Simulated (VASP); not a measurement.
A run of VASP 6.6.1 is set up as follows.

Contents of INCAR:

```
PREC = Accurate
ENCUT = 500
EDIFF = 1E-6
ISMEAR = 0
SIGMA = 0.01
LREAL = F
LASPH = T
NELM = 120
ALGO = Normal
ISIF = 2
LWAVE = F
LCHARG = F
GGA = PE
NBANDS = 16
GGA_COMPAT = F
```

KPOINTS

```
regular mesh
0
Gamma
  6 6 6
```

Contents of POSCAR:

```
ZnSe
1.0
    0.0000000000      2.8324206805      2.8324206805
    2.8324206805      0.0000000000      2.8324206805
    2.8324206805      2.8324206805      0.0000000000
Zn Se
1 1
Direct
    0.0000000000      0.0000000000      0.0000000000
    0.2500000000      0.2500000000      0.2500000000
```

Potentials or basis: VASP PAW PBE potentials, release 64 (Zn, Se).

The run is started by

```sh
$ cat potpaw_PBE.64/Zn/POTCAR potpaw_PBE.64/Se/POTCAR > POTCAR
$ mpirun -np 1 vasp_std > vasp.out
```

(1) What does it give for the pressure?

(2) Estimate the band gap on the k mesh.

Results:

(1) 2.5 GPa.

(2) 1.29 eV, direct.
